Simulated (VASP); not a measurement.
**CdAu2: single point with PBE**

The system is CdAu2.

```
CELL_PARAMETERS angstrom
0.00000 3.94121 3.94121
3.94121 0.00000 3.94121
3.94121 3.94121 0.00000
ATOMIC_POSITIONS crystal
Cd 0.00000 0.00000 0.00000
Cd 0.25000 0.25000 0.25000
Au 0.62500 0.62500 0.62500
Au 0.12500 0.62500 0.62500
Au 0.62500 0.62500 0.12500
Au 0.62500 0.12500 0.62500
```

```json
{
  "Program": "VASP 6.6.1",
  "Task": "single point",
  "Functional": "PBE",
  "Potentials or basis": "VASP PAW PBE potentials, release 64 (Cd, Au)",
  "Cutoff": "520 eV",
  "k mesh": "4 × 4 × 4",
  "Occupations": "gaussian, width 0.1 eV",
  "Spin": "no spin polarisation"
}
```

```json
{"Pressure": "-0.2 GPa", "Band gap on the k mesh": "zero (bands 34 and 35 overlap by 0.90 eV)"}
```

Levels at points of the mesh, in eV from the Fermi level:
```tsv
k point	band 32	band 33	band 34	band 35	band 36	band 37
(0.00, 0.00, 0.00)	-0.60	0.50	0.50	0.50	1.47	2.04
(0.50, 0.00, 0.00)	-1.51	-0.61	0.64	0.64	1.14	2.07
(0.50, 0.50, 0.00)	-2.98	-1.01	-1.01	-0.12	-0.12	5.69
```

Run time: 34 s on 1 thread of Intel(R) Xeon(R) Platinum 8375C CPU @ 2.90GHz (Ice Lake), with other jobs on the host, peak memory 0.26 GiB.

Caveat: spin-orbit coupling is left out, which moves the levels of the heavy elements.
